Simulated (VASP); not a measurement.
A run of VASP 6.6.1 is set up as follows.

The input POSCAR:

```
MgO
1.0
    0.0000000000      2.1351500000      2.1351500000
    1.8949456250      0.0000000000      2.1351500000
    1.8949456250      2.1351500000      0.0000000000
Mg O
1 1
Direct
    0.0000000000      0.0000000000      0.0000000000
    0.5000000000      0.5000000000      0.5000000000
```

Contents of INCAR.step1:

```
SYSTEM = MgO
  ALGO = Normal
  EDIFF = 1E-4
  ENCUT = 520
  GGA = PE
  ISMEAR = 0
  LASPH = .TRUE.
  LCHARG = .FALSE.
  LREAL = .FALSE.
  LWAVE = .TRUE.
  NBANDS = 11
  NELM = 80
  PREC = Accurate
  SIGMA = 0.05
```

The input INCAR.step2:

```
SYSTEM = MgO
  ALGO = Normal
  EDIFF = 1E-6
  ENCUT = 520
  ISIF = 2
  ISMEAR = 0
  ISTART = 1
  LASPH = .TRUE.
  LCHARG = .TRUE.
  LELF = .TRUE.
  LMIXTAU = .TRUE.
  LREAL = .FALSE.
  LVHAR = .TRUE.
  LWAVE = .FALSE.
  METAGGA = R2SCAN
  NBANDS = 11
  NELM = 80
  PREC = Accurate
  SIGMA = 0.05
```

Contents of KPOINTS:

```
k-points
0
G
  10 10 10
  0 0 0
```

Potentials or basis: VASP PAW PBE potentials, release 64 (Mg, O).

The run is started by

```bash
$ cat potpaw_PBE.64/Mg/POTCAR potpaw_PBE.64/O/POTCAR > POTCAR
$ cp INCAR.step1 INCAR
$ mpirun -np 1 vasp_std > vasp.out
$ cp INCAR.step2 INCAR
$ mpirun -np 1 vasp_std > vasp.out
```

Q: What does it give for the band gap on the k mesh?

A: 6.20 eV, direct.

Q: Predict the pressure.

A: 19.6 GPa.

Stress tensor (GPa, compression positive):
```
51.72  0.00  0.00
 0.00  3.57  0.00
 0.00  0.00  3.57
```

Caveat: the cell differs from its parent crystal (strain -0.1125 x Voigt [1, 0, 0, 0, 0, 0]); the PAW data sets were made with another functional, which shifts forces and pressure a little.
